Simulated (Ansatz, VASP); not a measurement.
BaTiO3: VASP beside Ansatz

```
Ba Ti O
1.0
    -3.95214    0.00000   -3.98437
     0.00000   -3.95214    0.00000
    -3.95214    0.00000    3.98437
Ba Ti O
2 2 6
Cartesian
  -3.9521 0.0000 -3.9811
  -3.9521 0.0000 0.0033
  -5.9282 -1.9761 -1.9495
  -1.9761 -1.9761 -1.9495
  -5.9282 -1.9761 -0.0578
  -1.9761 -1.9761 -0.0578
  -5.9282 0.0000 1.9522
  -1.9761 0.0000 1.9522
  -3.9521 -1.9761 -2.0321
  -3.9521 -1.9761 1.9523
```

Alike in both runs: functional PBE; k mesh 4 × 6 × 4; no spin polarisation; Hubbard terms Ti d U = 1.48 eV.

Ansatz relaxed the structure, and its values are those at the end. VASP's run is a single point on that final structure, the one shown.

|  | VASP | Ansatz |
| --- | --- | --- |
| version | VASP 6.6.1 | Ansatz 0.2.0 |
| potentials or method | VASP PAW PBE potentials, release 64 (Ba_sv, Ti_sv, O), cutoff 520 eV | PAW plane waves |
| occupations | fermi-dirac, width 0.1 eV | fermi-dirac |
| valence electrons in the cell | 80 | 80 |

VASP gave:

| Property | Result |
| --- | --- |
| pressure (GPa) | 11.6 |
| rms of the force components (eV/Å) | 0.054 |

Which values does Ansatz return?

Pressure (GPa): 8.7; rms of the force components (eV/Å): 0.003.

The programs project onto different local orbitals, so the same U acts differently, and such runs can settle in different states. Ansatz's warnings: stress scf threshold loose.

Neither program's run includes spin-orbit coupling.
